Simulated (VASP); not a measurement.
Wanted: the native input for a VASP 6.6.1 run.

* Task: single point
* Functional: PBEsol
* Potentials or basis: VASP PAW PBE potentials, release 64 (C, Se)
* Cutoff: 520 eV
* k mesh: 2 × 2 × 1
* Occupations: gaussian, width 0.02 eV
* Spin: no spin polarisation
* Dipole correction: no
* Further INCAR settings: LREAL = Auto; ALGO = Normal; EDIFF = 1e-06; NBANDS = 54

The structure of C18Se lies in POSCAR:

```
C18Se
1.0
    7.3980000000      0.0000000000      0.0000000000
   -3.6990000000      6.4068560000      0.0000000000
    0.0000000000      0.0000000000     11.0000000000
C Se
18 1
Direct
   -0.0001435851      0.0010215619      0.0846459091
    0.2244232425      0.1139524597      0.0848826364
   -0.0022863422      0.3333564856      0.1084476364
    0.2254883078      0.4474708032      0.1041183636
    0.0000078544      0.6679283880      0.0845864545
    0.2243343486      0.7796132768      0.0843772727
    0.3353820675      0.0023034699      0.0831957273
    0.5567563998      0.1130407801      0.0862117273
    0.3347934288      0.3333113777      0.0908140909
    0.5567886327      0.4461063273      0.0875048182
    0.3346903761      0.6704815903      0.0901832727
    0.5568774248      0.7798608241      0.0869202727
    0.6669112967      0.0001559267      0.0864196364
    0.8883788243      0.1083486190      0.0903040000
    0.6668039480      0.3357052195      0.0869778182
    0.8885785352      0.4492424990      0.0906634545
    0.6678590073      0.6685263412      0.0872852727
    0.8888235685      0.7790437307      0.0837499091
    0.0467779683      0.3587781589      0.2941664545
```

One way to write it, as run:

INCAR

```
PREC = Accurate
ENCUT = 520
EDIFF = 1E-6
ISMEAR = 0
SIGMA = 0.02
LREAL = Auto
LASPH = True
NELM = 60
ALGO = Normal
ISIF = 2
LWAVE = False
LCHARG = True
GGA = PS
LELF = True
LVHAR = True
NBANDS = 54
```

KPOINTS

```
regular mesh
0
Gamma
  2 2 1
```

Potentials or basis: VASP PAW PBE potentials, release 64 (C, Se).

Launch:

```bash
$ cat potpaw_PBE.64/C/POTCAR potpaw_PBE.64/Se/POTCAR > POTCAR
$ mpirun -np 1 vasp_std > vasp.out
```

Results of the run:

* Largest force: 0.419 eV/Å
* Band gap on the k mesh: 0.20 eV

Caveat: the k points lie up to 0.49 Å⁻¹ apart; there is no dipole correction, which matters where the two faces differ; semilocal functionals underestimate gaps, and a narrow one can read as zero; the PAW data sets were made with another functional, which shifts forces and pressure a little.

Wall time 7.7 min on 1 thread of Intel Xeon 8259CL (shared host), peak memory 0.57 GiB.
